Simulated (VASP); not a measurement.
# Mo (Im-3m) in VASP: settings compared, part 2 of 2

VASP 6.6.1.

### Step 3. Single point, PBEsol, non-collinear spin, zero start, spin-orbit coupling

This run uses another cell than the first one, of 15.26 Å³/atom, 1.021 times its volume.

INCAR

```
ALGO = Fast
EDIFF = 1E-6
ENCUT = 520
GGA = PS
GGA_COMPAT = False
ISIF = 2
ISMEAR = -1
LASPH = True
LCHARG = False
LMAXMIX = 4
LORBIT = 11
LORBMOM = True
LREAL = False
LSORBIT = True
LWAVE = False
MAGMOM = 0 0 0
NBANDS = 25
NELM = 150
PREC = Accurate
SIGMA = 0.05
```

KPOINTS

```
k-points
0
Gamma
  12 12 12
```

POSCAR

```
Mo
1.0
   -1.5624035240      1.5624035240      1.5624035240
    1.5624035240     -1.5624035240      1.5624035240
    1.5624035240      1.5624035240     -1.5624035240
Mo
1
Direct
    0.0000000000      0.0000000000      0.0000000000
```

Potentials or basis: VASP PAW PBE potentials, release 64 (Mo_sv).

On the command line:

```sh
$ cat potpaw_PBE.64/Mo_sv/POTCAR > POTCAR
$ mpirun -np 1 vasp_ncl > vasp.out
```

OUTCAR:

```text
EDIFF = 1E-6
   ENCUT = 520
   GGA = PS
   ISIF = 2
   ISMEAR = -1
   LASPH = True
   LORBIT = 11
   LREAL = False
   LSORBIT = True
   NELM = 150
   PREC = Accurate

 ion  position               nearest neighbor table
   1  0.000  0.000  0.000-

  LATTYP: Found a body centered cubic cell.
 ALAT       =     3.1248070480

  Lattice vectors:

 A1 = (  -1.5624035240,   1.5624035240,   1.5624035240)
 A2 = (   1.5624035240,  -1.5624035240,   1.5624035240)
 A3 = (   1.5624035240,   1.5624035240,  -1.5624035240)

Analysis of symmetry for initial positions (statically):
=====================================================================
 Subroutine PRICEL returns:
 Original cell was already a primitive cell.

 Routine SETGRP: Setting up the symmetry group for a
 body centered cubic supercell.

 Subroutine GETGRP returns: Found 48 space group operations
 (whereof 48 operations were pure point group operations)
 out of a pool of 48 trial point group operations.

The static configuration has the point symmetry O_h .

Analysis of symmetry for dynamics (positions and initial velocities):
=====================================================================
 Subroutine PRICEL returns:
 Original cell was already a primitive cell.

 Routine SETGRP: Setting up the symmetry group for a
 body centered cubic supercell.

 Subroutine GETGRP returns: Found 48 space group operations
 (whereof 48 operations were pure point group operations)
 out of a pool of 48 trial point group operations.

The dynamic configuration has the point symmetry O_h .

Analysis of structural, dynamic, and magnetic symmetry:
=====================================================================
 Subroutine PRICEL returns:
 Original cell was already a primitive cell.

 Routine SETGRP: Setting up the symmetry group for a
 body centered cubic supercell.

 Subroutine GETGRP returns: Found 48 space group operations
 (whereof 48 operations were pure point group operations)
 out of a pool of 48 trial point group operations.

The overall configuration has the point symmetry O_h .

 Subroutine INISYM returns: Found 48 space group operations
 (whereof 48 operations are pure point group operations),
 and found     1 'primitive' translations

----------------------------------------------------------------------------------------

                                     Primitive cell

  volume of cell :      15.2560

  direct lattice vectors                    reciprocal lattice vectors
    -1.562403524  1.562403524  1.562403524     0.000000000  0.320019760  0.320019760
     1.562403524 -1.562403524  1.562403524     0.320019760  0.000000000  0.320019760
     1.562403524  1.562403524 -1.562403524     0.320019760  0.320019760  0.000000000

  length of vectors
     2.706162285  2.706162285  2.706162285     0.452576284  0.452576284  0.452576284

  position of ions in fractional coordinates (direct lattice)
     0.000000000  0.000000000  0.000000000

  ion indices of the primitive-cell ions
   primitive index   ion index
                 1           1
[... 95 lines left out ...]
  Thomas-Fermi vector in A             =   2.689507
   LORBIT       =     11    0 simple, 1 ext, 2 COOP (PROOUT), +10 PAW based schemes
   GGA     = PS    functional components
   LHFCALC =     F    Hartree Fock is set to
   AEXX    =    0.0000 exact exchange contribution
   IVDW    =     0    specifies the selected vdW correction
   LEPSILON=     F    determine dielectric tensor
   LRPA    =     F    only Hartree local field effects (RPA)
 RMM-DIIS sequential band-by-band and
  energy-cutoff  :      520.00
  volume of cell :       15.26
 maximum number of plane-waves:       840
   NGX =  9   NGY =  9   NGZ =  9

 number of electron      14.0000000 magnetization       0.0000000      0.0000000      0.0000000

 number of electron      13.9999997 magnetization      -0.0000000     -0.0000000      0.0000000

 number of electron      13.9999997 magnetization       0.0000000      0.0000000     -0.0000000

 Free energy of the ion-electron system (eV)
  ---------------------------------------------------
  ext. energy  EPLUGINS =         0.00000000
  ---------------------------------------------------
  free energy    TOTEN  =       -11.89717911 eV

  energy without entropy =      -11.89498651  energy(sigma->0) =      -11.89608281

 E-fermi :  12.8024     XC(G=0): -13.6665

 val. band max:       12.7187362439   @ k =  -0.1667   0.2500   0.0833
 cond. band min:      12.8205855123   @ k =   0.5000   0.5000   0.0833
 fundamental gap:      0.1018492684
 Fermi energy:        12.8023692891

 k-point     1 :       0.0000    0.0000    0.0000
  band No.  band energies     occupation
      1     -48.3376      1.00000
      2     -48.3376      1.00000
      3     -23.2659      1.00000
      4     -23.2659      1.00000
      5     -20.7363      1.00000
      6     -20.7363      1.00000
[... 661 lines left out ...]
     24      25.4358      0.00000
     25      29.1984      0.00000

 [... further k-points ...]

------------------------ aborting loop because EDIFF is reached ----------------------------------------

  FORCE on cell =-STRESS in cart. coord.  units (eV):
  Direction    XX          YY          ZZ          XY          YZ          ZX
  --------------------------------------------------------------------------------------
  -------------------------------------------------------------------------------------
  Total        0.1725893      0.1725893      0.1725893      0.0000000     -0.0000000      0.0000000
  in kB       18.1252821     18.1252821     18.1252821      0.0000000     -0.0000000      0.0000000
  external PRESSURE =      18.1252821 kB  Pullay stress =       0.0000000 kB

 VOLUME and BASIS-vectors are now :
 -----------------------------------------------------------------------------
  energy-cutoff  :      520.00
  volume of cell :       15.26
      direct lattice vectors                 reciprocal lattice vectors
    -1.562403524  1.562403524  1.562403524     0.000000000  0.320019760  0.320019760
     1.562403524 -1.562403524  1.562403524     0.320019760  0.000000000  0.320019760
     1.562403524  1.562403524 -1.562403524     0.320019760  0.320019760  0.000000000

 POSITION                                       TOTAL-FORCE (eV/Angst)
 -----------------------------------------------------------------------------------
      0.00000      0.00000      0.00000         0.000000     -0.000000     -0.000000
 -----------------------------------------------------------------------------------
    total drift:                                0.000000     -0.000000      0.000000

  FREE ENERGIE OF THE ION-ELECTRON SYSTEM (eV)
  ---------------------------------------------------
  free  energy   TOTEN  =       -11.8971791066 eV

  energy  without entropy=      -11.8949865074  energy(sigma->0) =      -11.89608281

 orbital moment (x)

 # of ion     p       d       tot
 ----------------------------------------
  1         0.000   0.000   0.000
 ----------------------------------------
            0.000   0.000   0.000

 orbital moment (y)

 # of ion     p       d       tot
 ----------------------------------------
  1         0.000  -0.000  -0.000
 ----------------------------------------
            0.000  -0.000  -0.000

 orbital moment (z)

 # of ion     p       d       tot
 ----------------------------------------
  1         0.000   0.000   0.000
 ----------------------------------------
            0.000   0.000   0.000

 Spin-Orbit-Coupling matrix elements

 Ion:    1  E_soc:     -0.2058733
 l=   1
     0.0000000    -0.0302491    -0.0302491
    -0.0302491     0.0000000    -0.0302491
    -0.0302491    -0.0302491     0.0000000
 l=   2
     0.0000000    -0.0010342     0.0000000    -0.0010342    -0.0030289
    -0.0010342     0.0000000    -0.0022717    -0.0010342    -0.0007572
     0.0000000    -0.0022717     0.0000000    -0.0022717     0.0000000
    -0.0010342    -0.0010342    -0.0022717     0.0000000    -0.0007572
    -0.0030289    -0.0007572     0.0000000    -0.0007572     0.0000000
 l=   3
     0.0000000     0.0000000     0.0000000     0.0000000     0.0000000     0.0000000     0.0000000
     0.0000000     0.0000000     0.0000000     0.0000000     0.0000000     0.0000000     0.0000000
     0.0000000     0.0000000     0.0000000     0.0000000     0.0000000     0.0000000     0.0000000
     0.0000000     0.0000000     0.0000000     0.0000000     0.0000000     0.0000000     0.0000000
     0.0000000     0.0000000     0.0000000     0.0000000     0.0000000     0.0000000     0.0000000
     0.0000000     0.0000000     0.0000000     0.0000000     0.0000000     0.0000000     0.0000000
     0.0000000     0.0000000     0.0000000     0.0000000     0.0000000     0.0000000     0.0000000

 total charge

# of ion       s       p       d       tot
------------------------------------------
    1        2.394   6.216   3.953  12.563

 magnetization (x)

# of ion       s       p       d       tot
------------------------------------------
    1        0.000  -0.000   0.000  -0.000

 magnetization (y)

# of ion       s       p       d       tot
------------------------------------------
    1       -0.000  -0.000   0.000   0.000

 magnetization (z)

# of ion       s       p       d       tot
------------------------------------------
    1        0.000   0.000   0.000   0.000
```

stdout:

```text
POSCAR found type information on POSCAR Mo
 POSCAR found :  1 types and       1 ions
 scaLAPACK will be used
 -----------------------------------------------------------------------------
|                                                                             |
|                                                                             |
|     You enforced a specific xc type in the INCAR file but a different       |
|     I HOPE YOU KNOW WHAT YOU ARE DOING!                                     |
|                                                                             |
 -----------------------------------------------------------------------------

 LDA part: xc-table for (Slater+PW92), standard interpolation
 POSCAR, INCAR and KPOINTS ok, starting setup
 FFT: planning ... GRIDC
 FFT: planning ... GRID_SOFT
 FFT: planning ... GRID
 WAVECAR not read
 entering main loop
```

Wall time 36 s (1 thread of Intel Xeon Platinum 8375C at 2.90GHz (Ice Lake), shared host); peak memory 0.17 GiB.

What came out:

```yaml
Free_energy: -11.8972 eV
Pressure: 1.8 GPa
Net_moment: 0.00 μB per cell
Valence_electrons_inside_the_program's_atomic_spheres: Mo 12.56
```

Moments on the atoms (μB; x, y, z):
```
Mo  0.00 0.00 0.00
```

Caveat: the PAW data sets were made with another functional, which shifts forces and pressure a little.

### Step 4. Single point, PBE

This run uses another cell than the first one, of 15.89 Å³/atom, 1.064 times its volume.

INCAR

```
PREC     = Accurate       # precision mode
ENCUT    = 520            # plane-wave cutoff, eV
EDIFF    = 1E-6           # SCF threshold, eV
ISMEAR   = -1             # smearing method
SIGMA    = 0.05           # smearing width, eV
LREAL    = F              # projectors in reciprocal space
LASPH    = T              # aspherical terms in the spheres
NELM     = 100            # most SCF steps
ALGO     = Normal         # electronic algorithm
ISIF     = 2              # what is computed and relaxed
LWAVE    = F              # write WAVECAR
LCHARG   = F              # write CHGCAR
GGA      = PE             # functional
NBANDS   = 13             # bands
```

KPOINTS

```
regular mesh
0
Gamma
  10 10 10
```

POSCAR

```
Mo
1.0
   -1.5838089719      1.5838089719      1.5838089719
    1.5838089719     -1.5838089719      1.5838089719
    1.5838089719      1.5838089719     -1.5838089719
Mo
1
Direct
    0.0000000000      0.0000000000      0.0000000000
```

On the command line:

```sh
$ cat potpaw_PBE.64/Mo_sv/POTCAR > POTCAR
$ mpirun -np 1 vasp_std > vasp.out
```

Run time: 12 s. Hardware: 1 thread of Intel Xeon 8259CL, shared host; peak memory 0.13 GiB.

It converged, with:

| Property | Result |
| --- | --- |
| Free energy | -10.9225 eV |
| Pressure | -1.5 GPa |
| Band gap on the k mesh | zero (band 7 reaches 16.23 eV, above the bottom of band 8 at 11.01 eV) |

Levels at points of the mesh, in eV from the Fermi level:
```csv
k point,band 4,band 5,band 6,band 7,band 8,band 9,band 10,band 11
"(0.00, 0.00, 0.00)",-34.67,-7.29,-1.43,-1.43,-1.43,1.54,1.54,14.70
"(0.50, 0.00, 0.00)",-34.68,-5.33,-3.42,1.46,1.55,2.17,4.54,11.30
"(0.50, 0.50, 0.50)",-35.59,-5.42,-5.42,3.79,3.79,3.79,8.83,8.83
```

### Step 5. Single point, RPBE+D3(BJ)

This run uses another cell than the first one, of 13.60 Å³/atom, 0.910 times its volume.

INCAR

```
PREC = Accurate ; ENCUT = 520
EDIFF = 1E-6 ; ISMEAR = -1
SIGMA = 0.05 ; LREAL = False
LASPH = True ; NELM = 100
ALGO = Normal ; ISIF = 2
LWAVE = False ; LCHARG = False
GGA = RP ; IVDW = 12
NBANDS = 13
```

KPOINTS

```
Automatic mesh
0
Gamma
  12 12 12
```

POSCAR

```
Mo
1.0
   -1.5036281934      1.5036281934      1.5036281934
    1.5036281934     -1.5036281934      1.5036281934
    1.5036281934      1.5036281934     -1.5036281934
Mo
1
Direct
    0.0000000000      0.0000000000      0.0000000000
```

On the command line:

```sh
$ cat potpaw_PBE.64/Mo_sv/POTCAR > POTCAR
$ mpirun -np 1 vasp_std > vasp.out
```

Run time: 14 s. Hardware: 1 thread of Intel Xeon 8259CL, shared host; peak memory 0.14 GiB.

The run converged. Its results:

```yaml
Free_energy: -14.8221 eV
Pressure: 1.0 GPa
Band_gap_on_the_k_mesh: zero (band 7 reaches 19.85 eV, above the bottom of band 8 at 13.37 eV)
Dispersion_energy_per_atom: -4.829 eV
```

Levels at points of the mesh, in eV from the Fermi level:
```csv
k point,band 4,band 5,band 6,band 7,band 8,band 9,band 10,band 11
"(0.00, 0.00, 0.00)",-34.21,-7.58,-1.65,-1.65,-1.65,1.93,1.93,15.01
"(0.50, 0.00, 0.00)",-34.24,-6.19,-4.11,2.06,2.31,2.81,5.81,12.23
"(0.50, 0.50, 0.50)",-35.66,-6.59,-6.59,4.84,4.84,4.84,10.29,10.29
```

Caveat: the PAW data sets were made with another functional, which shifts forces and pressure a little; pairwise dispersion overbinds metals, which lowers pressure and volume.

### Step 6. Single point, PBE

This run uses another cell than the first one, of 14.37 Å³/atom, 0.962 times its volume.

INCAR

```
PREC = Accurate ; ENCUT = 520
EDIFF = 1E-6 ; ISMEAR = -1
SIGMA = 0.05 ; LREAL = F
LASPH = T ; NELM = 100
ALGO = Normal ; ISIF = 2
LWAVE = F ; LCHARG = T
GGA = PE ; LELF = T
LVHAR = T ; NBANDS = 13
```

KPOINTS is that of step 5.

POSCAR

```
Mo
1.0
   -1.5314023022      1.5314023022      1.5314023022
    1.5314023022     -1.5314023022      1.5314023022
    1.5314023022      1.5314023022     -1.5314023022
Mo
1
Direct
    0.0000000000      0.0000000000      0.0000000000
```

Potentials or basis: VASP PAW PBE potentials, release 64 (Mo_sv).

On the command line:

```sh
$ cat potpaw_PBE.64/Mo_sv/POTCAR > POTCAR
$ mpirun -np 1 vasp_std > vasp.out
```

It took 16 s on 1 thread of Intel Xeon 8259CL, shared host; peak memory 0.13 GiB.

Results (log left out):

* Free energy: -10.8234 eV
* Pressure: 30.8 GPa
* Band gap on the k mesh: zero (band 7 reaches 18.48 eV, above the bottom of band 8 at 12.46 eV)

Levels at points of the mesh, in eV from the Fermi level:
```csv
k point,band 3,band 4,band 5,band 6,band 7,band 8,band 9,band 10,band 11,band 12
"(0.00, 0.00, 0.00)",-34.30,-34.30,-7.43,-1.49,-1.49,-1.49,1.87,1.87,15.00,15.00
"(0.50, 0.00, 0.00)",-34.87,-34.32,-5.80,-3.77,1.95,2.05,2.65,5.42,12.18,13.08
"(0.50, 0.50, 0.50)",-35.54,-35.54,-6.07,-6.07,4.54,4.54,4.54,9.81,9.81,9.81
```

### Step 7. Summary

| level | spin | cell | k mesh | gap on the mesh (eV) | pressure (GPa) | moment (μB) |
| --- | --- | --- | --- | --- | --- | --- |
| PBEsol | non-collinear, zero start, SOC | a = 2.687 Å, angles 109.5°, 1 atom | 12 × 12 × 12 | - | 8.2 | 0.00 |
| PBEsol | non-collinear, zero start, SOC | a = 2.706 Å, angles 109.5°, 1 atom | 12 × 12 × 12 | - | 1.8 | 0.00 |
| PBE | off | a = 2.743 Å, angles 109.5°, 1 atom | 10 × 10 × 10 | none | -1.5 | - |
| RPBE+D3(BJ) | off | a = 2.604 Å, angles 109.5°, 1 atom | 12 × 12 × 12 | none | 1.0 | - |
| PBE | off | a = 2.652 Å, angles 109.5°, 1 atom | 12 × 12 × 12 | none | 30.8 | - |

Alike in all rows: task single point; potentials or basis VASP PAW PBE potentials, release 64 (Mo_sv); cutoff (eV) 520; smearing fermi-dirac 0.05 eV.

Caveats: the PAW data sets were made with another functional, which shifts forces and pressure a little (some runs); pairwise dispersion overbinds metals, which lowers pressure and volume (some runs).

Absolute energies hang on the potentials; compare differences alone.
